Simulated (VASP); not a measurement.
# SbW (zincblende type) (F-43m) in VASP: notebook

SbW (zincblende type) is run at these levels: PBEsol; tasks: single point.

All numbers are computed with VASP 6.6.1; they aren't measurements. Logs are shortened: lines on timing, memory, paths and dates and some standing lists are left out, and cuts for length are marked.

## (1) The cell of the first run

Symmetry: F-43m, No. 216, cubic system. Conventional cell: a = 5.504 Å, b = 5.504 Å, c = 5.504 Å, α = 90.00°, β = 90.00°, γ = 90.00°. W (site symmetry -43m) has 4 Sb at 2.38 Å within 3.1 Å. Within 3.1 Å of Sb (site symmetry -43m) lie 4 W at 2.38 Å.

## (2) Single point, PBEsol

INCAR

```
SYSTEM = SbW
PREC = Accurate ; ENCUT = 520
EDIFF = 1E-7 ; ISMEAR = -1
SIGMA = 0.05 ; LREAL = .False.
LASPH = .True. ; NELM = 80
ALGO = Normal ; ISIF = 2
LWAVE = .False. ; LCHARG = .False.
GGA = PS ; NBANDS = 16
```

KPOINTS

```
regular mesh
0
Gamma
  12 12 12
  0 0 0
```

POSCAR

```
SbW
1.0
    0.0000000000      2.7519540692      2.7519540692
    2.7519540692      0.0000000000      2.7519540692
    2.7519540692      2.7519540692      0.0000000000
W Sb
1 1
Direct
    0.0000000000      0.0000000000      0.0000000000
    0.2500000000      0.2500000000      0.2500000000
```

Potentials or basis: VASP PAW PBE potentials, release 64 (W_sv, Sb).

Started as:

```console
$ cat potpaw_PBE.64/W_sv/POTCAR potpaw_PBE.64/Sb/POTCAR > POTCAR
$ mpirun -np 1 vasp_std > vasp.out
```

OUTCAR:

```text
SYSTEM = SbW
   PREC = Accurate
   ENCUT = 520
   EDIFF = 1E-7
   ISMEAR = -1
   LREAL = .False.
   LASPH = .True.
   NELM = 80
   ISIF = 2
   GGA = PS

 ion  position               nearest neighbor table
   1  0.000  0.000  0.000-   2 2.38   2 2.38   2 2.38   2 2.38
   2  0.250  0.250  0.250-   1 2.38   1 2.38   1 2.38   1 2.38

  LATTYP: Found a face centered cubic cell.
 ALAT       =     5.5039081384

  Lattice vectors:

 A1 = (   0.0000000000,   2.7519540692,   2.7519540692)
 A2 = (   2.7519540692,   0.0000000000,   2.7519540692)
 A3 = (   2.7519540692,   2.7519540692,   0.0000000000)

Analysis of symmetry for initial positions (statically):
=====================================================================
 Subroutine PRICEL returns:
 Original cell was already a primitive cell.

 Routine SETGRP: Setting up the symmetry group for a
 face centered cubic supercell.

 Subroutine GETGRP returns: Found 24 space group operations
 (whereof 24 operations were pure point group operations)
 out of a pool of 48 trial point group operations.

The static configuration has the point symmetry T_d .

Analysis of symmetry for dynamics (positions and initial velocities):
=====================================================================
 Subroutine PRICEL returns:
 Original cell was already a primitive cell.

 Routine SETGRP: Setting up the symmetry group for a
 face centered cubic supercell.

 Subroutine GETGRP returns: Found 24 space group operations
 (whereof 24 operations were pure point group operations)
 out of a pool of 48 trial point group operations.

The dynamic configuration has the point symmetry T_d .

 Subroutine INISYM returns: Found 24 space group operations
 (whereof 24 operations are pure point group operations),
 and found     1 'primitive' translations

----------------------------------------------------------------------------------------

                                     Primitive cell

  volume of cell :      41.6825

  direct lattice vectors                    reciprocal lattice vectors
     0.000000000  2.751954069  2.751954069    -0.181689079  0.181689079  0.181689079
     2.751954069  0.000000000  2.751954069     0.181689079 -0.181689079  0.181689079
     2.751954069  2.751954069  0.000000000     0.181689079  0.181689079 -0.181689079

  length of vectors
     3.891850768  3.891850768  3.891850768     0.314694716  0.314694716  0.314694716

  position of ions in fractional coordinates (direct lattice)
     0.000000000  0.000000000  0.000000000
     0.250000000  0.250000000  0.250000000

  ion indices of the primitive-cell ions
   primitive index   ion index
                 1           1
                 2           2

----------------------------------------------------------------------------------------

 KPOINTS: regular mesh

Automatic generation of k-mesh.
 Grid dimensions read from file:
 generate k-points for:   12   12   12

 Generating k-lattice:

  Cartesian coordinates                     Fractional coordinates (reciprocal lattice)
    -0.015140757  0.015140757  0.015140757     0.083333333  0.000000000  0.000000000
     0.015140757 -0.015140757  0.015140757     0.000000000  0.083333333  0.000000000
     0.015140757  0.015140757 -0.015140757     0.000000000  0.000000000  0.083333333

  Length of vectors
     0.026224560  0.026224560  0.026224560

  Shift w.r.t. Gamma in fractional coordinates (k-lattice)
     0.000000000  0.000000000  0.000000000

 Subroutine IBZKPT returns following result:
 ===========================================

 Found     72 irreducible k-points:

 Following reciprocal coordinates:
            Coordinates               Weight
  0.000000  0.000000  0.000000      1.000000
  0.083333  0.000000  0.000000      8.000000
  0.166667  0.000000  0.000000      8.000000
  0.250000  0.000000  0.000000      8.000000
  0.333333  0.000000  0.000000      8.000000
  0.416667  0.000000  0.000000      8.000000
[... 16 lines left out ...]
  0.500000  0.166667  0.000000     24.000000
 -0.416667  0.166667  0.000000     24.000000
 [... further k-points ...]
   k-points           NKPTS =     72   k-points in BZ     NKDIM =     72   number of bands    NBANDS=     16
   number of dos      NEDOS =    301   number of ions     NIONS =      2
   total plane-waves  NPLWV =  27000
   dimension x,y,z NGX =    30 NGY =   30 NGZ =   30
   dimension x,y,z NGXF=    60 NGYF=   60 NGZF=   60
   ions per type =               1   1
   NGX,Y,Z   is equivalent  to a cutoff of  12.81, 12.81, 12.81 a.u.
   NGXF,Y,Z  is equivalent  to a cutoff of  25.63, 25.63, 25.63 a.u.
 SYSTEM =  SbW
   PREC   = accura    normal or accurate (medium, high low for compatibility)
   ISTART =      0    job   : 0-new  1-cont  2-samecut
   ICHARG =      2    charge: 1-file 2-atom 10-const
   ISPIN  =      1    spin polarized calculation?
   LNONCOLLINEAR =      F non collinear calculations
   LSORBIT =      F    spin-orbit coupling
   LASPH  =      T    aspherical Exc in radial PAW
   ENCUT  =  520.0 eV  38.22 Ry    6.18 a.u.   7.24  7.24  7.24*2*pi/ulx,y,z
   NELM   =     80;   NELMIN=  2; NELMDL= -5     # of ELM steps
   EDIFF  = 0.1E-06   stopping-criterion for ELM
   LREAL  =      F    real-space projection
   EDIFFG = 0.1E-05   stopping-criterion for IOM
   NSW    =      0    number of steps for IOM
   IBRION =     -1    ionic relax: 0-MD 1-quasi-New 2-CG
   NFREE  =      0    steps in history (QN), initial steepest desc. (CG)
   ISIF   =      2    stress and relaxation
   ISYM   =      2    0-nonsym 1-usesym 2-fastsym
   POTIM  = 0.5000    time-step for ionic-motion
   TEBEG  =    0.0;   TEEND  =   0.0 temperature during run
   PSTRESS=    0.0 pullay stress
   NELECT =      19.0000    total number of electrons
   NUPDOWN=      -1.0000    fix difference up-down
   EMIN   =  10.00;   EMAX   =-10.00  energy-range for DOS
   EFERMI =   0.00;   METHOD = LEGACY
   ISMEAR =    -1;   SIGMA  =   0.05  broadening in eV -4-tet -1-fermi 0-gaus
   EFERMI_NEDOS =   21; number of points for ismear=-14 and -15
   IALGO  =     38    algorithm
   IMIX   =      4    mixing-type and parameters
     AMIX     =   0.40;   BMIX     =  1.00
     AMIX_MAG =   1.60;   BMIX_MAG =  1.00
  volume/ion in A,a.u.               =      20.84       140.64
  Fermi-wavevector in a.u.,A,eV,Ry     =   1.259916  2.380896 21.597722  1.587388
  Thomas-Fermi vector in A             =   2.393452
   LORBIT       =      0    0 simple, 1 ext, 2 COOP (PROOUT), +10 PAW based schemes
   GGA     = PS    functional components
   LHFCALC =     F    Hartree Fock is set to
   AEXX    =    0.0000 exact exchange contribution
   IVDW    =     0    specifies the selected vdW correction
   LEPSILON=     F    determine dielectric tensor
   LRPA    =     F    only Hartree local field effects (RPA)
 non-spin polarized calculation
  energy-cutoff  :      520.00
  volume of cell :       41.68
 maximum number of plane-waves:      1139
 NGX is ok and might be reduce to    30
   NGX = 15   NGY = 15   NGZ = 15

 number of electron      19.0000001 magnetization

 Free energy of the ion-electron system (eV)
  ---------------------------------------------------
  ext. energy  EPLUGINS =         0.00000000
  ---------------------------------------------------
  free energy    TOTEN  =       -12.84239815 eV

  energy without entropy =      -12.80342800  energy(sigma->0) =      -12.82291307

 E-fermi :   9.1814     XC(G=0): -11.4580

 val. band max:        9.1782022030   @ k =  -0.2500   0.5000   0.2500
 cond. band min:       9.1901241571   @ k =  -0.3333   0.5000   0.1667
 fundamental gap:      0.0119219540
 Fermi energy:         9.1813502862

 k-point     1 :       0.0000    0.0000    0.0000
  band No.  band energies     occupation
      1     -64.1805      2.00000
      2     -28.6073      2.00000
      3     -28.6073      2.00000
      4     -28.6073      2.00000
      5      -3.1304      2.00000
      6       5.3762      2.00000
[... 8 lines left out ...]
     15      18.6718      0.00000
     16      18.6718      0.00000

 k-point     2 :       0.0833    0.0000    0.0000
  band No.  band energies     occupation
      1     -64.1802      2.00000
      2     -28.6142      2.00000
      3     -28.6084      2.00000
      4     -28.6084      2.00000
      5      -3.0264      2.00000
      6       5.2400      2.00000
[... 8 lines left out ...]
     15      17.9807      0.00000
     16      18.4467      0.00000

 k-point     3 :       0.1667    0.0000    0.0000
  band No.  band energies     occupation
      1     -64.1793      2.00000
      2     -28.6331      2.00000
      3     -28.6115      2.00000
      4     -28.6115      2.00000
      5      -2.7284      2.00000
      6       4.9024      2.00000
[... 8 lines left out ...]
     15      17.2135      0.00000
     16      18.2179      0.00000

 k-point     4 :       0.2500    0.0000    0.0000
  band No.  band energies     occupation
      1     -64.1782      2.00000
      2     -28.6589      2.00000
      3     -28.6157      2.00000
      4     -28.6157      2.00000
      5      -2.2821      2.00000
      6       4.5035      2.00000
[... 8 lines left out ...]
     15      17.5694      0.00000
     16      18.6508      0.00000

 k-point     5 :       0.3333    0.0000    0.0000
  band No.  band energies     occupation
      1     -64.1770      2.00000
      2     -28.6845      2.00000
      3     -28.6199      2.00000
      4     -28.6199      2.00000
      5      -1.7765      2.00000
      6       4.1576      2.00000
[... 8 lines left out ...]
     15      18.8911      0.00000
     16      19.3736      0.00000

 k-point     6 :       0.4167    0.0000    0.0000
  band No.  band energies     occupation
      1     -64.1762      2.00000
      2     -28.7032      2.00000
      3     -28.6230      2.00000
      4     -28.6230      2.00000
      5      -1.3546      2.00000
      6       3.9316      2.00000
[... 8 lines left out ...]
     15      19.9644      0.00000
     16      19.9645      0.00000

 k-point     7 :       0.5000    0.0000    0.0000
  band No.  band energies     occupation
      1     -64.1759      2.00000
      2     -28.7100      2.00000
      3     -28.6241      2.00000
      4     -28.6241      2.00000
      5      -1.1859      2.00000
      6       3.8542      2.00000
[... 8 lines left out ...]
     15      20.1861      0.00000
     16      20.1861      0.00000

 k-point     8 :       0.0833    0.0833    0.0000
  band No.  band energies     occupation
      1     -64.1801      2.00000
      2     -28.6143      2.00000
      3     -28.6099      2.00000
      4     -28.6099      2.00000
      5      -2.9916      2.00000
      6       5.1832      2.00000
[... 8 lines left out ...]
     15      17.7334      0.00000
     16      18.4740      0.00000

 k-point     9 :       0.1667    0.0833    0.0000
  band No.  band energies     occupation
      1     -64.1794      2.00000
      2     -28.6285      2.00000
      3     -28.6133      2.00000
      4     -28.6121      2.00000
      5      -2.7573      2.00000
      6       4.9182      2.00000
[... 8 lines left out ...]
     15      17.2749      0.00000
     16      18.0468      0.00000
[... 172 lines left out ...]
 k-point    19 :       0.1667    0.1667    0.0000
  band No.  band energies     occupation
      1     -64.1789      2.00000
      2     -28.6334      2.00000
      3     -28.6170      2.00000
      4     -28.6170      2.00000
      5      -2.5906      2.00000
      6       4.7094      2.00000
[... 8 lines left out ...]
     15      16.4427      0.00000
     16      18.7511      0.00000

 k-point    20 :       0.2500    0.1667    0.0000
  band No.  band energies     occupation
      1     -64.1781      2.00000
      2     -28.6505      2.00000
      3     -28.6218      2.00000
      4     -28.6211      2.00000
      5      -2.2518      2.00000
      6       4.4178      2.00000
[... 8 lines left out ...]
     15      16.6275      0.00000
     16      18.9823      0.00000

 k-point    21 :       0.3333    0.1667    0.0000
  band No.  band energies     occupation
      1     -64.1770      2.00000
      2     -28.6722      2.00000
      3     -28.6261      2.00000
      4     -28.6259      2.00000
      5      -1.7984      2.00000
      6       4.1597      2.00000
[... 8 lines left out ...]
     15      17.6060      0.00000
     16      19.4129      0.00000

 k-point    22 :       0.4167    0.1667    0.0000
  band No.  band energies     occupation
      1     -64.1761      2.00000
      2     -28.6917      2.00000
      3     -28.6315      2.00000
      4     -28.6290      2.00000
      5      -1.3343      2.00000
      6       4.0107      2.00000
[... 8 lines left out ...]
     15      18.8870      0.00000
     16      19.9297      0.00000

 k-point    23 :       0.5000    0.1667    0.0000
  band No.  band energies     occupation
      1     -64.1755      2.00000
      2     -28.7036      2.00000
      3     -28.6363      2.00000
      4     -28.6297      2.00000
      5      -1.0100      2.00000
      6       4.0024      2.00000
[... 8 lines left out ...]
     15      19.5111      0.00000
     16      20.1208      0.00000

 k-point    24 :      -0.4167    0.1667    0.0000
  band No.  band energies     occupation
      1     -64.1754      2.00000
      2     -28.7049      2.00000
      3     -28.6390      2.00000
      4     -28.6279      2.00000
      5      -0.9647      2.00000
      6       4.0852      2.00000
[... 8 lines left out ...]
     15      19.4356      0.00000
     16      20.1340      0.00000

 [... further k-points ...]
[... 5 lines left out ...]
  --------------------------------------------------------------------------------------
  -------------------------------------------------------------------------------------
  Total       13.5620499     13.5620499     13.5620499      0.0000000     -0.0000000      0.0000000
  in kB      521.2935849    521.2935849    521.2935849      0.0000000     -0.0000000      0.0000000
  external PRESSURE =     521.2935849 kB  Pullay stress =       0.0000000 kB

 VOLUME and BASIS-vectors are now :
 -----------------------------------------------------------------------------
  energy-cutoff  :      520.00
  volume of cell :       41.68
      direct lattice vectors                 reciprocal lattice vectors
     0.000000000  2.751954069  2.751954069    -0.181689079  0.181689079  0.181689079
     2.751954069  0.000000000  2.751954069     0.181689079 -0.181689079  0.181689079
     2.751954069  2.751954069  0.000000000     0.181689079  0.181689079 -0.181689079

 POSITION                                       TOTAL-FORCE (eV/Angst)
 -----------------------------------------------------------------------------------
      0.00000      0.00000      0.00000         0.000000     -0.000000     -0.000000
      1.37598      1.37598      1.37598        -0.000000      0.000000      0.000000
 -----------------------------------------------------------------------------------
    total drift:                               -0.000000     -0.000000     -0.000000

  FREE ENERGIE OF THE ION-ELECTRON SYSTEM (eV)
  ---------------------------------------------------
  free  energy   TOTEN  =       -12.8423981452 eV

  energy  without entropy=      -12.8034280003  energy(sigma->0) =      -12.82291307
```

Wall time 19 s (1 thread of Intel Xeon 6975P-C (Granite Rapids), shared host); peak memory 0.2 GiB.

Results:

```yaml
Free_energy: -12.8424 eV
Pressure: 52.1 GPa
Band_gap_on_the_k_mesh: zero (an odd number of electrons rules out a gap without spin polarisation)
```

Caveat: the cell stands under pressure; the PAW data sets were made with another functional, which shifts forces and pressure a little; spin-orbit coupling is left out, which moves the levels of the heavy elements.

## (3) Single point, PBEsol

INCAR

```
PREC = Accurate
ENCUT = 520
EDIFF = 1E-6
ISMEAR = -1
SIGMA = 0.05
LREAL = F
LASPH = T
NELM = 60
ALGO = Normal
ISIF = 2
LWAVE = F
LCHARG = F
GGA = PS
NBANDS = 16
```

KPOINTS

```
Automatic mesh
0
Gamma
  12 12 12
```

POSCAR

```
SbW
1.0
    0.0000000000      2.7514128029      2.7514128029
    2.7514128029      0.0000000000      2.7514128029
    2.7514128029      2.7514128029      0.0000000000
W Sb
1 1
Direct
    0.0000000000      0.0000000000      0.0000000000
    0.2500000000      0.2500000000      0.2500000000
```

Potentials or basis: VASP PAW PBE potentials, release 64 (W_sv, Sb).

Started as:

```console
$ cat potpaw_PBE.64/W_sv/POTCAR potpaw_PBE.64/Sb/POTCAR > POTCAR
$ mpirun -np 1 vasp_std > vasp.out
```

It took 19 s on 1 thread of Intel Xeon 6975P-C (Granite Rapids), shared host; peak memory 0.2 GiB.

The run converged. Its results:

| Property | Result |
| --- | --- |
| Free energy | -12.8344 eV |
| Pressure | 52.3 GPa |
| Band gap on the k mesh | zero (an odd number of electrons rules out a gap without spin polarisation) |

Levels at points of the mesh, in eV from the Fermi level:
```
           k point  band 5  band 6  band 7  band 8  band 9  band 10  band 11  band 12  band 13  band 14
(0.00, 0.00, 0.00)  -12.32   -3.81   -3.81   -3.81   -0.32    -0.32     4.72     7.16     7.16     7.16
(0.50, 0.00, 0.00)  -10.37   -5.33   -3.36   -3.36    0.09     0.09     0.19     4.28     4.28     5.20
(0.50, 0.50, 0.00)   -9.54   -6.12   -1.81   -1.78   -1.78     0.22     0.23     1.21     1.21     7.99
```

Caveat: the cell stands under pressure; the PAW data sets were made with another functional, which shifts forces and pressure a little; spin-orbit coupling is left out, which moves the levels of the heavy elements.
